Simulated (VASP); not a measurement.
# InSb (rocksalt type) (Fm-3m) in VASP: relaxation of cell and atoms with PBE

Aim: the relaxation of cell and atoms of InSb (rocksalt type) with PBE.

Program: VASP 6.6.1. These are calculated values, not measurements. Logs are shortened: lines on timing, memory, paths and dates and some standing lists are left out, and cuts for length are marked.

**1. The cell of the first run**

It takes space group Fm-3m (No. 225, cubic). The conventional cell has a = 5.895 Å, b = 5.895 Å, c = 5.895 Å, α = 90.00°, β = 90.00°, γ = 90.00°. Within 3.9 Å of In (site symmetry m-3m) lie 6 Sb at 2.95 Å. Sb (site symmetry m-3m) has 6 In at 2.95 Å within 3.9 Å.

**2. Relaxation of cell and atoms, PBE**

Input file INCAR:

```
SYSTEM = InSb
PREC = Accurate ; ENCUT = 600
EDIFF = 1E-6 ; ISMEAR = -1
SIGMA = 0.05 ; LREAL = .False.
LASPH = .True. ; NELM = 100
ALGO = Normal ; ISIF = 3
LWAVE = .False. ; LCHARG = .False.
GGA = PE ; IBRION = 2
NSW = 60 ; EDIFFG = -0.005
```

Input file KPOINTS:

```
regular mesh
0
Gamma
  11 11 11
  0 0 0
```

Input file POSCAR:

```
InSb
1.0
    0.0000000000      2.9473523161      2.9473523161
    2.9473523161      0.0000000000      2.9473523161
    2.9473523161      2.9473523161      0.0000000000
In Sb
1 1
Direct
    0.0000000000      0.0000000000      0.0000000000
    0.5000000000      0.5000000000      0.5000000000
```

Potentials or basis: VASP PAW PBE potentials, release 64 (In_d, Sb).

The run is started by

```bash
> cat potpaw_PBE.64/In_d/POTCAR potpaw_PBE.64/Sb/POTCAR > POTCAR
> mpirun -np 1 vasp_std > vasp.out
```

OUTCAR:

```text
SYSTEM = InSb
   PREC = Accurate
   ENCUT = 600
   EDIFF = 1E-6
   ISMEAR = -1
   LREAL = .False.
   LASPH = .True.
   NELM = 100
   ISIF = 3
   GGA = PE
   IBRION = 2
   NSW = 60
   EDIFFG = -0.005

 ion  position               nearest neighbor table
   1  0.000  0.000  0.000-   2 2.95   2 2.95   2 2.95   2 2.95   2 2.95   2 2.95
   2  0.500  0.500  0.500-   1 2.95   1 2.95   1 2.95   1 2.95   1 2.95   1 2.95

  LATTYP: Found a face centered cubic cell.
 ALAT       =     5.8947046322

  Lattice vectors:

 A1 = (   0.0000000000,   2.9473523161,   2.9473523161)
 A2 = (   2.9473523161,   0.0000000000,   2.9473523161)
 A3 = (   2.9473523161,   2.9473523161,   0.0000000000)

Analysis of symmetry for initial positions (statically):
=====================================================================
 Subroutine PRICEL returns:
 Original cell was already a primitive cell.

 Routine SETGRP: Setting up the symmetry group for a
 face centered cubic supercell.

 Subroutine GETGRP returns: Found 48 space group operations
 (whereof 48 operations were pure point group operations)
 out of a pool of 48 trial point group operations.

The static configuration has the point symmetry O_h .

Analysis of symmetry for dynamics (positions and initial velocities):
=====================================================================
 Subroutine PRICEL returns:
 Original cell was already a primitive cell.

 Routine SETGRP: Setting up the symmetry group for a
 face centered cubic supercell.

 Subroutine GETGRP returns: Found 48 space group operations
 (whereof 48 operations were pure point group operations)
 out of a pool of 48 trial point group operations.

The dynamic configuration has the point symmetry O_h .

 Subroutine INISYM returns: Found 48 space group operations
 (whereof 48 operations are pure point group operations),
 and found     1 'primitive' translations

----------------------------------------------------------------------------------------

                                     Primitive cell

  volume of cell :      51.2066

  direct lattice vectors                    reciprocal lattice vectors
     0.000000000  2.947352316  2.947352316    -0.169643784  0.169643784  0.169643784
     2.947352316  0.000000000  2.947352316     0.169643784 -0.169643784  0.169643784
     2.947352316  2.947352316  0.000000000     0.169643784  0.169643784 -0.169643784

  length of vectors
     4.168185619  4.168185619  4.168185619     0.293831653  0.293831653  0.293831653

  position of ions in fractional coordinates (direct lattice)
     0.000000000  0.000000000  0.000000000
     0.500000000  0.500000000  0.500000000

  ion indices of the primitive-cell ions
   primitive index   ion index
                 1           1
                 2           2

[... 70 lines left out ...]
   NELM   =    100;   NELMIN=  2; NELMDL= -5     # of ELM steps
   EDIFF  = 0.1E-05   stopping-criterion for ELM
   LREAL  =      F    real-space projection
   EDIFFG = -.5E-02   stopping-criterion for IOM
   NSW    =     60    number of steps for IOM
   IBRION =      2    ionic relax: 0-MD 1-quasi-New 2-CG
   NFREE  =      1    steps in history (QN), initial steepest desc. (CG)
   ISIF   =      3    stress and relaxation
   ISYM   =      2    0-nonsym 1-usesym 2-fastsym
   POTIM  = 0.5000    time-step for ionic-motion
   TEBEG  =    0.0;   TEEND  =   0.0 temperature during run
   PSTRESS=    0.0 pullay stress
   NELECT =      18.0000    total number of electrons
   NUPDOWN=      -1.0000    fix difference up-down
   EMIN   =  10.00;   EMAX   =-10.00  energy-range for DOS
   EFERMI =   0.00;   METHOD = LEGACY
   ISMEAR =    -1;   SIGMA  =   0.05  broadening in eV -4-tet -1-fermi 0-gaus
   EFERMI_NEDOS =   21; number of points for ismear=-14 and -15
   IALGO  =     38    algorithm
   IMIX   =      4    mixing-type and parameters
     AMIX     =   0.40;   BMIX     =  1.00
     AMIX_MAG =   1.60;   BMIX_MAG =  1.00
  volume/ion in A,a.u.               =      25.60       172.78
  Fermi-wavevector in a.u.,A,eV,Ry     =   1.155377  2.183345 18.162354  1.334895
  Thomas-Fermi vector in A             =   2.292006
   LORBIT       =      0    0 simple, 1 ext, 2 COOP (PROOUT), +10 PAW based schemes
   GGA     = PE    functional components
   LHFCALC =     F    Hartree Fock is set to
   AEXX    =    0.0000 exact exchange contribution
   IVDW    =     0    specifies the selected vdW correction
   LEPSILON=     F    determine dielectric tensor
   LRPA    =     F    only Hartree local field effects (RPA)
 conjugate gradient relaxation of ions
 non-spin polarized calculation
  energy-cutoff  :      600.00
  volume of cell :       51.21
 maximum number of plane-waves:      1731
 NGX is ok and might be reduce to    36
   NGX = 17   NGY = 17   NGZ = 17

--------------------------------------- Ionic step        1  -------------------------------------------

 number of electron      17.9999998 magnetization

 Free energy of the ion-electron system (eV)
  ---------------------------------------------------
  ext. energy  EPLUGINS =         0.00000000
  ---------------------------------------------------
  free energy    TOTEN  =        -6.50922181 eV

  energy without entropy =       -6.49726565  energy(sigma->0) =       -6.50324373

 E-fermi :   8.1195     XC(G=0): -10.2810

 val. band max:        8.1105588862   @ k =   0.1818   0.0000   0.0000
 cond. band min:       8.1321169287   @ k =   0.3636   0.1818   0.0909
 fundamental gap:      0.0215580425
 Fermi energy:         8.1195107944

 k-point     1 :       0.0000    0.0000    0.0000
  band No.  band energies     occupation
      1      -6.4805      2.00000
      2      -6.4805      2.00000
      3      -6.4428      2.00000
      4      -6.4428      2.00000
      5      -6.4428      2.00000
      6      -3.6523      2.00000
      7       8.0534      1.57929
      8       8.0534      1.57929
      9       8.0534      1.57929
     10       8.5904      0.00016
     11      14.3712      0.00000
     12      14.3712      0.00000
     13      14.3712      0.00000
[... 511 lines left out ...]
--------------------------------------- Ionic step        5  -------------------------------------------

 number of electron      17.9999998 magnetization

 Free energy of the ion-electron system (eV)
  ---------------------------------------------------
  ext. energy  EPLUGINS =         0.00000000
  ---------------------------------------------------
  free energy    TOTEN  =        -6.66527532 eV

  energy without entropy =       -6.65290512  energy(sigma->0) =       -6.65909022

 E-fermi :   6.5505     XC(G=0):  -9.7081

 val. band max:        6.5482925139   @ k =  -0.4545   0.3636   0.0909
 cond. band min:       6.5818407897   @ k =   0.3636   0.1818   0.0909
 fundamental gap:      0.0335482758
 Fermi energy:         6.5505132429

 k-point     1 :       0.0000    0.0000    0.0000
  band No.  band energies     occupation
      1      -7.8344      2.00000
      2      -7.8344      2.00000
      3      -7.8058      2.00000
      4      -7.8058      2.00000
      5      -7.8058      2.00000
      6      -4.3136      2.00000
      7       6.0564      1.99990
      8       6.5376      1.12798
      9       6.5376      1.12798
     10       6.5376      1.12798
     11      12.5971      0.00000
     12      12.5971      0.00000
     13      12.5971      0.00000
[... 397 lines left out ...]
  FREE ENERGIE OF THE ION-ELECTRON SYSTEM (eV)
  ---------------------------------------------------
  free  energy   TOTEN  =        -6.6652753220 eV

  energy  without entropy=       -6.6529051238  energy(sigma->0) =       -6.65909022

 reached required accuracy - stopping structural energy minimisation
```

Run time: 5 min. Hardware: 1 thread of AMD EPYC 7R43 (Zen 3), shared host; peak memory 0.2 GiB.

Results:

* Free energy: -6.6653 eV
* Relaxed volume: 29.04 Å³/atom
* Relaxed cell: a = 4.347 Å, b = 4.347 Å, c = 4.347 Å, α = 60.00°, β = 60.00°, γ = 60.00°
* Space group after relaxing (to 0.05 Å): Fm-3m (No. 225)
* Energy gained by relaxing: 78.0 meV/atom
* Ionic steps: 5
* Pressure after relaxing: 0.0 GPa
* Band gap on the k mesh: zero (band 9 reaches 7.17 eV, above the bottom of band 10 at 4.52 eV)

The path:
```csv
step,energy change (eV),largest force (eV/Å),pressure (GPa),volume (Å³)
1,0.0000,0.0000,8.22,51.21
2,-0.1285,0.0000,-2.38,61.57
3,-0.1561,0.0000,0.04,58.06
4,-0.1560,0.0000,-0.09,58.20
5,-0.1561,0.0000,0.01,58.08
```

Final structure:
```yaml
crystal:
  lattice:
    - [0.00000, 3.07369, 3.07369]
    - [3.07369, 0.00000, 3.07369]
    - [3.07369, 3.07369, 0.00000]
  atoms:
    - { symbol: In, position: [0.00000, 0.00000, 0.00000] }
    - { symbol: Sb, position: [0.50000, 0.50000, 0.50000] }
```

Caveat: spin-orbit coupling is left out, which moves the levels of the heavy elements.
